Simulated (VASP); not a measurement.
Runs of VASP 6.6.1 on B. The structure is that of space group Fm-3m (No. 225), or close to it. The cells are those of the table. 

```csv
cell,k mesh,gap on the mesh (eV),pressure (GPa)
"a = 2.090 Å, angles 60.0°, 1 atom",21 × 21 × 21,none,(b)
"a = 2.116 Å, angles 60.0°, 1 atom",21 × 21 × 21,none,(a)
"a = 2.037 Å, angles 60.0°, 1 atom",31 × 31 × 31,none,-0.2
"a = 2.037 Å, angles 60.0°, 1 atom",18 × 18 × 18,none,-0.2
"a = 2.064 Å, angles 60.0°, 1 atom",21 × 21 × 21,none,-9.8
"a = 2.037 Å, angles 60.0°, 1 atom",21 × 21 × 21,none,-0.1
"a = 1.952 Å, angles 60.0°, 1 atom",21 × 21 × 21,none,42.7
"a = 1.982 Å, angles 60.0°, 1 atom",21 × 21 × 21,none,25.6
```

Alike in all rows: task single point; level RPBE; potentials or basis VASP PAW PBE potentials, release 64 (B); no spin polarisation; cutoff (eV) 520; smearing fermi-dirac 0.1 eV.

Estimate the missing entries.

(a) -24.2; (b) -17.7.

Caveats: the PAW data sets were made with another functional, which shifts forces and pressure a little.

A gap of «none» marks levels without a gap at the run's occupations.
